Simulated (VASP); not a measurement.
Here is a VASP 6.6.1 calculation.

INCAR

```
  PREC = Accurate
  ENCUT = 520
  EDIFF = 1E-6
  ISMEAR = 0
  SIGMA = 0.05
  LREAL = F
  LASPH = T
  NELM = 80
  ALGO = Normal
  ISIF = 2
  LWAVE = F
  LCHARG = F
  GGA = PE
  NBANDS = 24
```

Contents of KPOINTS:

```
Automatic mesh
0
Gamma
  6 6 6
```

POSCAR

```
KMgF3
1.0
    3.9973946675     -0.2103891930     -0.2103891930
   -0.2103891930      3.9973946675     -0.2103891930
   -0.2103891930     -0.2103891930      3.9973946675
K Mg F
1 1 3
Direct
    0.5000000000      0.5000000000      0.5000000000
    0.0000000000      0.0000000000      0.0000000000
    0.5000000000      0.0000000000      0.0000000000
    0.0000000000      0.5000000000      0.0000000000
    0.0000000000      0.0000000000      0.5000000000
```

Potentials or basis: VASP PAW PBE potentials, release 64 (K_sv, Mg, F).

Launch:

```bash
$ cat potpaw_PBE.64/K_sv/POTCAR potpaw_PBE.64/Mg/POTCAR potpaw_PBE.64/F/POTCAR > POTCAR
$ mpirun -np 1 vasp_std > vasp.out
```

Problem. Predict the band gap on the k mesh.

Solution. 7.02 eV, indirect (least direct gap 7.13 eV).

Problem. What does it give for the pressure?

Solution. 3.9 GPa.

Stress tensor (GPa, compression positive):
```
3.94 5.15 5.15
5.15 3.94 5.15
5.15 5.15 3.94
```

 A k mesh can miss the band edges.
